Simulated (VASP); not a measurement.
# BP (F-43m) in VASP: notebook

The runs below take BP through single point, with PBE.

All numbers are computed with VASP 6.6.1; they aren't measurements. Logs are shortened: lines on timing, memory, paths and dates and some standing lists are left out, and cuts for length are marked.

### 1 The cell of the first run

The structure is cubic, space group F-43m (No. 216). Conventional cell: a = 4.456 Å, b = 4.456 Å, c = 4.456 Å, α = 90.00°, β = 90.00°, γ = 90.00°. B (site symmetry -43m) has 4 P at 1.93 Å within 2.6 Å. P (site symmetry -43m) has 4 B at 1.93 Å within 2.6 Å.

### 2 Single point, PBE (volume changed by -6%)

INCAR

```
SYSTEM = BP
PREC = Accurate ; ENCUT = 520
EDIFF = 1E-7 ; ISMEAR = 0
SIGMA = 0.01 ; LREAL = .FALSE.
LASPH = .TRUE. ; NELM = 80
ALGO = Normal ; ISIF = 2
LWAVE = .FALSE. ; LCHARG = .TRUE.
GGA = PE ; LELF = .TRUE.
LVHAR = .TRUE. ; NBANDS = 11
```

KPOINTS

```
Automatic mesh
0
G
  8 8 8
  0 0 0
```

POSCAR

```
BP
1.0
    0.0000000000      2.2277663408      2.2277663408
    2.2277663408      0.0000000000      2.2277663408
    2.2277663408      2.2277663408      0.0000000000
B P
1 1
Direct
    0.0000000000      0.0000000000      0.0000000000
    0.2500000000      0.2500000000      0.2500000000
```

Potentials or basis: VASP PAW PBE potentials, release 64 (B, P).

The run is started by

```bash
cat potpaw_PBE.64/B/POTCAR potpaw_PBE.64/P/POTCAR > POTCAR
mpirun -np 1 vasp_std > vasp.out
```

OUTCAR:

```text
SYSTEM = BP
   PREC = Accurate
   ENCUT = 520
   EDIFF = 1E-7
   ISMEAR = 0
   LREAL = .FALSE.
   LASPH = .TRUE.
   NELM = 80
   ISIF = 2
   GGA = PE

 ion  position               nearest neighbor table
   1  0.000  0.000  0.000-   2 1.93   2 1.93   2 1.93   2 1.93
   2  0.250  0.250  0.250-   1 1.93   1 1.93   1 1.93   1 1.93

  LATTYP: Found a face centered cubic cell.
 ALAT       =     4.4555326816

  Lattice vectors:

 A1 = (   0.0000000000,   2.2277663408,   2.2277663408)
 A2 = (   2.2277663408,   0.0000000000,   2.2277663408)
 A3 = (   2.2277663408,   2.2277663408,   0.0000000000)

Analysis of symmetry for initial positions (statically):
=====================================================================
 Subroutine PRICEL returns:
 Original cell was already a primitive cell.

 Routine SETGRP: Setting up the symmetry group for a
 face centered cubic supercell.

 Subroutine GETGRP returns: Found 24 space group operations
 (whereof 24 operations were pure point group operations)
 out of a pool of 48 trial point group operations.

The static configuration has the point symmetry T_d .

Analysis of symmetry for dynamics (positions and initial velocities):
=====================================================================
 Subroutine PRICEL returns:
 Original cell was already a primitive cell.

 Routine SETGRP: Setting up the symmetry group for a
 face centered cubic supercell.

 Subroutine GETGRP returns: Found 24 space group operations
 (whereof 24 operations were pure point group operations)
 out of a pool of 48 trial point group operations.

The dynamic configuration has the point symmetry T_d .

 Subroutine INISYM returns: Found 24 space group operations
 (whereof 24 operations are pure point group operations),
 and found     1 'primitive' translations

----------------------------------------------------------------------------------------

                                     Primitive cell

  volume of cell :      22.1126

  direct lattice vectors                    reciprocal lattice vectors
     0.000000000  2.227766341  2.227766341    -0.224440055  0.224440055  0.224440055
     2.227766341  0.000000000  2.227766341     0.224440055 -0.224440055  0.224440055
     2.227766341  2.227766341  0.000000000     0.224440055  0.224440055 -0.224440055

  length of vectors
     3.150537373  3.150537373  3.150537373     0.388741578  0.388741578  0.388741578

  position of ions in fractional coordinates (direct lattice)
     0.000000000  0.000000000  0.000000000
     0.250000000  0.250000000  0.250000000

  ion indices of the primitive-cell ions
[... 79 lines left out ...]
   IBRION =     -1    ionic relax: 0-MD 1-quasi-New 2-CG
   NFREE  =      0    steps in history (QN), initial steepest desc. (CG)
   ISIF   =      2    stress and relaxation
   ISYM   =      2    0-nonsym 1-usesym 2-fastsym
   POTIM  = 0.5000    time-step for ionic-motion
   TEBEG  =    0.0;   TEEND  =   0.0 temperature during run
   PSTRESS=    0.0 pullay stress
   NELECT =       8.0000    total number of electrons
   NUPDOWN=      -1.0000    fix difference up-down
   EMIN   =  10.00;   EMAX   =-10.00  energy-range for DOS
   EFERMI =   0.00;   METHOD = LEGACY
   ISMEAR =     0;   SIGMA  =   0.01  broadening in eV -4-tet -1-fermi 0-gaus
   EFERMI_NEDOS =   21; number of points for ismear=-14 and -15
   IALGO  =     38    algorithm
   IMIX   =      4    mixing-type and parameters
     AMIX     =   0.40;   BMIX     =  1.00
     AMIX_MAG =   1.60;   BMIX_MAG =  1.00
  volume/ion in A,a.u.               =      11.06        74.61
  Fermi-wavevector in a.u.,A,eV,Ry     =   1.166519  2.204401 18.514357  1.360767
  Thomas-Fermi vector in A             =   2.303031
   LORBIT       =      0    0 simple, 1 ext, 2 COOP (PROOUT), +10 PAW based schemes
   GGA     = PE    functional components
   LHFCALC =     F    Hartree Fock is set to
   AEXX    =    0.0000 exact exchange contribution
   IVDW    =     0    specifies the selected vdW correction
   LEPSILON=     F    determine dielectric tensor
   LRPA    =     F    only Hartree local field effects (RPA)
 non-spin polarized calculation
 Gauss-broadening in eV      SIGMA  =   0.01
  energy-cutoff  :      520.00
  volume of cell :       22.11
 maximum number of plane-waves:       609
   NGX = 11   NGY = 11   NGZ = 11

 number of electron       8.0000001 magnetization

 Free energy of the ion-electron system (eV)
  ---------------------------------------------------
  ext. energy  EPLUGINS =         0.00000000
  ---------------------------------------------------
  free energy    TOTEN  =       -12.88315961 eV

  energy without entropy =      -12.88315961  energy(sigma->0) =      -12.88315961

 E-fermi :   8.2385     XC(G=0): -11.1451

 val. band max:        8.0966107669   @ k =   0.0000   0.0000   0.0000
 cond. band min:       9.2975021053   @ k =   0.3750   0.3750   0.0000
 fundamental gap:      1.2008913383
 Fermi energy:         8.2384799228

 k-point     1 :       0.0000    0.0000    0.0000
  band No.  band energies     occupation
      1      -7.8632      2.00000
      2       8.0966      2.00000
      3       8.0966      2.00000
      4       8.0966      2.00000
      5      11.5843      0.00000
      6      11.5843      0.00000
      7      11.5843      0.00000
      8      16.3228      0.00000
      9      19.9952      0.00000
     10      20.3855      0.00000
     11      20.3855      0.00000
[... 309 lines left out ...]
 k-point    24 :      -0.3750    0.2500    0.1250
  band No.  band energies     occupation
      1      -3.6302      2.00000
      2      -0.7033      2.00000
      3       3.3989      2.00000
      4       4.8167      2.00000
      5      12.2897      0.00000
      6      13.4869      0.00000
      7      16.7637      0.00000
      8      18.2357      0.00000
      9      18.8121      0.00000
     10      22.8952      0.00000
     11      25.3964      0.00000

 [... further k-points ...]
[... 5 lines left out ...]
  --------------------------------------------------------------------------------------
  -------------------------------------------------------------------------------------
  Total        1.5198316      1.5198316      1.5198316     -0.0000000      0.0000000     -0.0000000
  in kB      110.1202387    110.1202387    110.1202387     -0.0000000      0.0000000     -0.0000000
  external PRESSURE =     110.1202387 kB  Pullay stress =       0.0000000 kB

 VOLUME and BASIS-vectors are now :
 -----------------------------------------------------------------------------
  energy-cutoff  :      520.00
  volume of cell :       22.11
      direct lattice vectors                 reciprocal lattice vectors
     0.000000000  2.227766341  2.227766341    -0.224440055  0.224440055  0.224440055
     2.227766341  0.000000000  2.227766341     0.224440055 -0.224440055  0.224440055
     2.227766341  2.227766341  0.000000000     0.224440055  0.224440055 -0.224440055

 POSITION                                       TOTAL-FORCE (eV/Angst)
 -----------------------------------------------------------------------------------
      0.00000      0.00000      0.00000         0.000000      0.000000      0.000000
      1.11388      1.11388      1.11388        -0.000000     -0.000000     -0.000000
 -----------------------------------------------------------------------------------
    total drift:                                0.000000      0.000000      0.000000

  FREE ENERGIE OF THE ION-ELECTRON SYSTEM (eV)
  ---------------------------------------------------
  free  energy   TOTEN  =       -12.8831596105 eV

  energy  without entropy=      -12.8831596105  energy(sigma->0) =      -12.88315961
```

OSZICAR:

```text
N       E                     dE             d eps       ncg     rms          rms(c)
DAV:   1     0.959795828345E+01    0.95980E+01   -0.39304E+03   638   0.650E+02
DAV:   2    -0.131601588394E+02   -0.22758E+02   -0.21823E+02   856   0.115E+02
DAV:   3    -0.137122595230E+02   -0.55210E+00   -0.55085E+00   816   0.152E+01
DAV:   4    -0.137144786185E+02   -0.22191E-02   -0.22189E-02   728   0.109E+00
DAV:   5    -0.137144894441E+02   -0.10826E-04   -0.10826E-04   796   0.781E-02    0.780E+00
DAV:   6    -0.130001344751E+02    0.71435E+00   -0.15464E+00   728   0.556E+00    0.419E+00
DAV:   7    -0.128910415932E+02    0.10909E+00   -0.29059E-01   794   0.269E+00    0.140E+00
DAV:   8    -0.128826445907E+02    0.83970E-02   -0.28746E-02   744   0.988E-01    0.211E-01
DAV:   9    -0.128829582570E+02   -0.31367E-03   -0.69919E-04   745   0.183E-01    0.142E-01
DAV:  10    -0.128831482526E+02   -0.19000E-03   -0.23573E-04   717   0.973E-02    0.296E-02
DAV:  11    -0.128831588091E+02   -0.10556E-04   -0.12065E-05   807   0.226E-02    0.378E-02
DAV:  12    -0.128831596888E+02   -0.87969E-06   -0.47190E-06   716   0.107E-02    0.181E-02
DAV:  13    -0.128831595535E+02    0.13535E-06   -0.14347E-07   614   0.241E-03    0.736E-03
DAV:  14    -0.128831596105E+02   -0.57025E-07   -0.51446E-08   379   0.125E-03
   1 F= -.12883160E+02 E0= -.12883160E+02  d E =-.128614E-91
```

stdout:

```text
POSCAR found type information on POSCAR B P
 POSCAR found :  2 types and       2 ions
 scaLAPACK will be used
 LDA part: xc-table for (Slater+PW92), standard interpolation
 POSCAR, INCAR and KPOINTS ok, starting setup
 FFT: planning ... GRIDC
 FFT: planning ... GRID_SOFT
 FFT: planning ... GRID
 WAVECAR not read
 entering main loop
```

Wall time 5.6 s (1 thread of Intel Xeon Platinum 8259CL at 2.50GHz (Skylake/Cascade Lake), shared host); peak memory 0.13 GiB.

What came out:

- Free energy: -12.8832 eV
- Pressure: 11.0 GPa
- Band gap on the k mesh: 1.20 eV, indirect (least direct gap 3.49 eV)

Levels at points of the mesh, in eV from the valence-band top:
| k point | band 2 | band 3 | band 4 | band 5 | band 6 | band 7 |
| --- | --- | --- | --- | --- | --- | --- |
| (0.00, 0.00, 0.00) | 0.00 | 0.00 | 0.00 | 3.49 | 3.49 | 3.49 |
| (0.50, 0.00, 0.00) | -9.44 | -1.82 | -1.82 | 4.12 | 4.75 | 4.75 |
| (0.50, 0.50, 0.00) | -8.87 | -4.31 | -4.31 | 1.22 | 1.61 | 12.65 |

Caveat: the cell differs from its parent crystal (volume changed by -6%).

### 3 Single point, PBE

This run uses another cell than the first one, of 11.76 Å³/atom, 1.064 times its volume.

INCAR

```
ALGO = Normal
EDIFF = 1E-6
ENCUT = 520
GGA = PE
ISIF = 2
ISMEAR = 0
LASPH = True
LCHARG = True
LELF = True
LREAL = False
LVHAR = True
LWAVE = False
NBANDS = 11
NELM = 100
PREC = Accurate
SIGMA = 0.01
```

KPOINTS

```
k-points
0
Gamma
  8 8 8
```

POSCAR

```
BP
1.0
    0.0000000000      2.2741914376      2.2741914376
    2.2741914376      0.0000000000      2.2741914376
    2.2741914376      2.2741914376      0.0000000000
B P
1 1
Direct
    0.0000000000      0.0000000000      0.0000000000
    0.2500000000      0.2500000000      0.2500000000
```

Potentials or basis: VASP PAW PBE potentials, release 64 (B, P).

The run is started by

```bash
cat potpaw_PBE.64/B/POTCAR potpaw_PBE.64/P/POTCAR > POTCAR
mpirun -np 1 vasp_std > vasp.out
```

Run time: 5.5 s. Hardware: 1 thread of Intel Xeon Platinum 8259CL at 2.50GHz (Skylake/Cascade Lake), shared host; peak memory 0.13 GiB.

It converged, with:

```
Free energy            : -12.9290 eV
Pressure               : -0.2 GPa
Band gap on the k mesh : 1.28 eV, indirect (least direct gap 3.39 eV)
```

Levels at points of the mesh, in eV from the valence-band top:
```tsv
k point	band 2	band 3	band 4	band 5	band 6	band 7
(0.00, 0.00, 0.00)	0.00	0.00	0.00	3.39	3.39	3.39
(0.50, 0.00, 0.00)	-8.98	-1.75	-1.75	3.74	4.71	4.71
(0.50, 0.50, 0.00)	-8.55	-4.09	-4.09	1.35	1.66	12.06
```

### 4 Single point, PBE (volume changed by -3%)

INCAR

```
SYSTEM = BP
ALGO = Normal
EDIFF = 1E-7
ENCUT = 520
GGA = PE
ISIF = 2
ISMEAR = 0
LASPH = .TRUE.
LCHARG = .FALSE.
LREAL = .FALSE.
LWAVE = .FALSE.
NBANDS = 11
NELM = 100
PREC = Accurate
SIGMA = 0.01
```

KPOINTS

```
k-points
0
G
  8 8 8
  0 0 0
```

POSCAR

```
BP
1.0
    0.0000000000      2.2512182363      2.2512182363
    2.2512182363      0.0000000000      2.2512182363
    2.2512182363      2.2512182363      0.0000000000
B P
1 1
Direct
    0.0000000000      0.0000000000      0.0000000000
    0.2500000000      0.2500000000      0.2500000000
```

The run is started by

```bash
cat potpaw_PBE.64/B/POTCAR potpaw_PBE.64/P/POTCAR > POTCAR
mpirun -np 1 vasp_std > vasp.out
```

It took 5.5 s on 1 thread of Intel Xeon Platinum 8259CL at 2.50GHz (Skylake/Cascade Lake), shared host; peak memory 0.13 GiB.

Results (log left out):

```
Free energy            : -12.9184 eV
Pressure               : 5.0 GPa
Band gap on the k mesh : 1.24 eV, indirect (least direct gap 3.44 eV)
```

Levels at points of the mesh, in eV from the valence-band top:
```
           k point  band 2  band 3  band 4  band 5  band 6  band 7
(0.00, 0.00, 0.00)    0.00    0.00    0.00    3.44    3.44    3.44
(0.50, 0.00, 0.00)   -9.20   -1.79   -1.79    3.92    4.73    4.73
(0.50, 0.50, 0.00)   -8.71   -4.20   -4.20    1.28    1.64   12.35
```

Caveat: the cell differs from its parent crystal (volume changed by -3%).

### 5 Summary

| cell | gap on the mesh (eV) | pressure (GPa) |
| --- | --- | --- |
| a = 3.151 Å, angles 60.0°, 2 atoms | 1.20 | 11.0 |
| a = 3.216 Å, angles 60.0°, 2 atoms | 1.28 | -0.2 |
| a = 3.184 Å, angles 60.0°, 2 atoms | 1.24 | 5.0 |

Alike in all rows: task single point; level PBE; potentials or basis VASP PAW PBE potentials, release 64 (B, P); no spin polarisation; k mesh 8 × 8 × 8; cutoff (eV) 520; smearing gaussian 0.01 eV.

Absolute energies hang on the potentials; compare differences alone.
